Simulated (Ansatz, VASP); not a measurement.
## SrO in VASP and in Ansatz

The input INCAR:

```
  PREC = Accurate
  ENCUT = 600
  EDIFF = 1E-6
  ISMEAR = 0
  SIGMA = 0.05
  LREAL = F
  LASPH = T
  NELM = 120
  ALGO = Normal
  ISIF = 2
  LWAVE = F
  LCHARG = F
  NBANDS = 15
  GGA_COMPAT = F
```

KPOINTS

```
Automatic mesh
0
Gamma
  8 8 8
```

File POSCAR:

```
SrO
1.0
    0.0000000000      2.5698000000      2.5698000000
    2.5698000000      0.0000000000      2.5698000000
    2.5698000000      2.5698000000      0.0000000000
Sr O
1 1
Direct
    0.0000000000      0.0000000000     -0.1167406024
    0.5000000000      0.5000000000      0.5000000000
```

Input for Ansatz:

```yaml
crystal:
  lattice:
    - [0.0, 2.5698, 2.5698]
    - [2.5698, 0.0, 2.5698]
    - [2.5698, 2.5698, 0.0]
  atoms:
    - { symbol: Sr, position: [0.0, 0.0, -0.1167406024] }
    - { symbol: O, position: [0.5, 0.5, 0.5] }
basis:
  ecutwfc: 420
kpoints:
  mp_grid: { grid: [8, 8, 8] }
hamiltonian:
  xc: lda
scf:
  occupations: { method: gaussian, width: 0.05 }
output:
  forces: true
  stress: true
  eigenvalues: true
```

Alike in both runs: task single point; functional LDA; k mesh 8 × 8 × 8; occupations gaussian, width 0.05 eV; no spin polarisation.

```csv
,VASP,Ansatz
version,VASP 6.6.1,Ansatz 0.2.0
potentials or method,"VASP PAW LDA potentials, release 64 (Sr_sv, O), cutoff 600 eV","scalar-relativistic, plane waves, PAW"
valence electrons in the cell,16,16
```

|  | VASP | Ansatz | Ansatz less VASP |
| --- | --- | --- | --- |
| gap on the k mesh at the Fermi level (eV) | 3.79 | 3.79 | -0.006 |
| least direct gap on the mesh (eV) | 3.90 | 3.93 | +0.037 |
| pressure (GPa) | 1.6 | 0.8 | -0.82 |
| traceless stress, the component that is largest in VASP (GPa) | -6.68 | -6.29 | +0.392 |
| rms of the force components (eV/Å) | 0.742 | 0.694 | -0.0484 |

LDA's correlation is that of Perdew and Zunger in VASP and of Perdew and Wang (1992) in Ansatz. Atom by atom the forces differ by 0.048 eV/Å (rms over components).
